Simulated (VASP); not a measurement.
Here is a VASP 6.6.1 calculation.

Contents of INCAR:

```
  PREC = Accurate
  ENCUT = 520
  EDIFF = 1E-6
  ISMEAR = -1
  SIGMA = 0.05
  LREAL = False
  LASPH = True
  NELM = 100
  ALGO = Normal
  ISIF = 2
  LWAVE = False
  LCHARG = False
  GGA = PE
  NBANDS = 11
```

KPOINTS

```
Automatic mesh
0
Gamma
  15 15 15
```

File POSCAR:

```
BN
1.0
    0.0000000000      1.7517369438      1.7517369438
    1.7517369438      0.0000000000      1.7517369438
    1.7517369438      1.7517369438      0.0000000000
B N
1 1
Direct
    0.0000000000      0.0000000000      0.0000000000
    0.5000000000      0.5000000000      0.5000000000
```

Potentials or basis: VASP PAW PBE potentials, release 64 (B, N).

Run with:

```bash
$ cat potpaw_PBE.64/B/POTCAR potpaw_PBE.64/N/POTCAR > POTCAR
$ mpirun -np 1 vasp_std > vasp.out
```

(1) Estimate the pressure.

(2) What does it give for the band gap on the k mesh?

Answers

(1) -0.1 GPa.

(2) 1.19 eV, indirect (least direct gap 5.89 eV).
